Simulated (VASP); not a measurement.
The system is Hg.

```
CELL_PARAMETERS angstrom
3.41330 0.00000 0.00000
0.00000 5.49913 0.00000
-1.69985 0.00000 3.02413
ATOMIC_POSITIONS crystal
Hg 0.65156 0.25000 0.80423
Hg 0.34844 0.75000 0.19577
```

```yaml
Program: VASP 6.6.1
Task: relaxation of cell and atoms
Functional: PBE
Potentials_or_basis: VASP PAW PBE potentials, release 64 (Hg)
Cutoff: 600 eV
k_mesh: 12 × 6 × 12
Occupations: gaussian, width 0.1 eV
Spin: no spin polarisation
```

At the start: pressure 1.1 GPa; volume 28.38 Å³/atom.

Question: How do energy, volume and symmetry change on relaxing?

Answer: Over 9 steps the energy falls by 9.6 meV/atom and the volume is 31.68 Å³/atom (+11.6 %); space group Cmcm (No. 63, to 0.05 Å).

Step by step:
| step | energy change (eV) | largest force (eV/Å) | pressure (GPa) | volume (Å³) |
| --- | --- | --- | --- | --- |
| 1 | 0.0000 | 0.0141 | 1.07 | 56.76 |
| 2 | -0.0086 | 0.0145 | 0.70 | 58.33 |
| 3 | -0.0178 | 0.0173 | 0.17 | 61.60 |
| 4 | -0.0186 | 0.0170 | 0.03 | 62.73 |
| 5 | -0.0187 | 0.0169 | 0.03 | 62.97 |
| 6 | -0.0186 | 0.0167 | -0.02 | 63.43 |
| 7 | -0.0186 | 0.0168 | -0.02 | 63.19 |
| 8 | -0.0188 | 0.0168 | -0.06 | 63.23 |
| 9 | -0.0192 | 0.0176 | -0.04 | 63.36 |

Final structure:
```xyz
2
Lattice="3.5501 0.0000 -0.0030 0.0000 5.6778 0.0000 -1.7706 0.0000 3.1448" Properties=species:S:1:pos:R:3 pbc="T T T"
Hg    0.8895    1.4195    2.5353
Hg    0.8900    4.2584    0.6065
```
